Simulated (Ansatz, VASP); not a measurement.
# One calculation of Ta, two programs

The input INCAR:

```
SYSTEM = Ta
PREC = Accurate ; ENCUT = 520
EDIFF = 1E-7 ; ISMEAR = -1
SIGMA = 0.1 ; LREAL = .FALSE.
LASPH = .TRUE. ; NELM = 100
ALGO = Normal ; ISIF = 2
LWAVE = .FALSE. ; LCHARG = .FALSE.
GGA = B5 ; ALDAX = 1.0
AGGAX = 1.0 ; AGGAC = 1.0
ALDAC = 0.0 ; NBANDS = 12
```

Contents of KPOINTS:

```
regular mesh
0
G
  14 14 14
  0 0 0
```

The input POSCAR:

```
Ta
1.0
    0.0000000000      2.2145530675      2.2145530675
    2.2145530675      0.0000000000      2.2145530675
    2.2145530675      2.2145530675      0.0000000000
Ta
1
Direct
    0.0000000000      0.0000000000      0.0000000000
```

Input for Ansatz:

```yaml
crystal:
  lattice:
    - [0.0, 2.2145530675, 2.2145530675]
    - [2.2145530675, 0.0, 2.2145530675]
    - [2.2145530675, 2.2145530675, 0.0]
  atoms:
    - { symbol: Ta, position: [0.0, 0.0, 0.0] }
hamiltonian:
  xc: blyp
  pseudopotentials:
    kind: paw
    azcp:
      Ta: "pseudopotentials/Ta.paw.azcp"
basis:
  ecutwfc: 420
  fft_grid_basis: typed
kpoints:
  mp_grid: { grid: [14, 14, 14], shift: [0, 0, 0] }
magnetization:
  spin_polarized: false
scf:
  occupations: { method: fermi_dirac, width: 0.1 }
  lower_state_search: "off"
output:
  stress: true
```

Alike in both runs: task single point; functional BLYP; k mesh 14 × 14 × 14; occupations fermi-dirac, width 0.1 eV; no spin polarisation.

|  | VASP | Ansatz |
| --- | --- | --- |
| version | VASP 6.6.1 | Ansatz 0.2.0 |
| potentials or method | VASP PAW PBE potentials, release 64 (Ta_pv), cutoff 520 eV | plane waves (420 eV) with PAW, scalar-relativistic |
| valence electrons in the cell | 11 | 13 |

VASP gave:

```
pressure (GPa) : -15.4
```

**Question.** Which values does Ansatz return?

**Answer.** Pressure (GPa): -15.9.

VASP's potentials were made for PBE, not for BLYP. VASP's potentials hold 11 valence electrons a cell and Ansatz's 13, so a difference there can come from the potentials and not from the codes.

Spin-orbit coupling is off throughout.
